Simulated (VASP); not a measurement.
## Sc: single point with PBEsol

Crystal: Sc.

```
Sc
1.0
     0.00000    2.30614    2.30614
     2.30614    0.00000    2.30614
     2.30614    2.30614    0.00000
Sc
2
Cartesian
  -0.5765 -0.5765 -0.5765
  0.5765 0.5765 0.5765
```

This isn't the form of Sc at room conditions, which is hcp.

| Quantity | Value |
| --- | --- |
| Program | VASP 6.6.1 |
| Task | single point |
| Functional | PBEsol |
| Potentials or basis | VASP PAW PBE potentials, release 64 (Sc_sv) |
| Cutoff | 520 eV |
| k mesh | 11 × 11 × 11 |
| Occupations | fermi-dirac, width 0.05 eV |
| Spin | no spin polarisation |

The pressure is 85.2 GPa and the band gap on the k mesh is zero (bands 11 and 12 overlap by 0.53 eV).

Levels at points of the mesh, in eV from the Fermi level:
```tsv
k point	band 7	band 8	band 9	band 10	band 11	band 12	band 13	band 14	band 15	band 16
(0.00, 0.00, 0.00)	-26.19	-26.19	-5.24	-2.11	-2.11	0.68	0.68	0.68	4.68	4.68
```

Run time: 22 s on 1 thread of Intel Xeon 8259CL, with other jobs on the host, peak memory 0.15 GiB.

Caveat: atoms lie so close that the PAW spheres overlap strongly, which falsifies energies and pressures; the cell stands under pressure; the PAW data sets were made with another functional, which shifts forces and pressure a little.
